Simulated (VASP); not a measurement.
Ga3AsP2:

```
P As Ga
1.0
     3.90596    0.00000    0.00000
    -1.95298    3.38266    0.00000
     0.00000    0.00000    9.56218
P As Ga
2 1 3
Direct
  0.00000 0.00000 0.00306
  0.33333 0.66667 0.33052
  0.66667 0.33333 0.66634
  0.33333 0.66667 0.08325
  0.66667 0.33333 0.41034
  0.00000 0.00000 0.75648
```

Base run:

- Program: VASP 6.6.1
- Functional: PBE
- Potentials or basis: VASP PAW PBE potentials, release 64 (P, As, Ga_d)
- Cutoff: 520 eV
- k mesh: 6 × 6 × 2
- Occupations: gaussian, width 0.01 eV
- Spin: no spin polarisation

Its results: band gap on the k mesh 1.21 eV; pressure 2.7 GPa; largest force 0.078 eV/Å.

Problem. The run is repeated on the same cell with these changes: k mesh from 6 × 6 × 2 to 2 × 2 × 2. What comes out?

Solution. Band gap on the k mesh 1.15 eV (least direct gap 1.18 eV); pressure 6.1 GPa; largest force 0.328 eV/Å.

Caveats: some runs use coarse meshes.

A k mesh can miss the band edges.
